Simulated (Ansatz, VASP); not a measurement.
# Pt: VASP beside Ansatz

```
CELL_PARAMETERS angstrom
2.71502 0.00000 0.00000
-1.35751 2.35128 0.00000
0.00000 0.00000 4.65706
ATOMIC_POSITIONS crystal
Pt 0.33333 0.66667 0.25000
Pt 0.66667 0.33333 0.75000
```

Alike in both runs: task single point; functional LDA; k mesh 15 × 15 × 8; occupations fermi-dirac, width 0.1 eV; no spin polarisation.

|  | VASP | Ansatz |
| --- | --- | --- |
| version | VASP 6.6.1 | Ansatz 0.2.0 |
| potentials or method | VASP PAW LDA potentials, release 64 (Pt_sv_GW), cutoff 570 eV | plane waves (420 eV) with PAW, scalar-relativistic |
| valence electrons in the cell | 36 | 36 |

VASP gave:

- pressure (GPa): -0.3
- traceless stress, the component that is largest in VASP (GPa): 0.00

Task: What did Ansatz give for the same quantities?

Result: Pressure (GPa): 0.1; traceless stress, the component that is largest in VASP (GPa): 0.29.

Ansatz warns that its potentials were made for another functional, while VASP's fit it. LDA's correlation is that of Perdew and Zunger in VASP and of Perdew and Wang (1992) in Ansatz.

Neither program's run includes spin-orbit coupling.
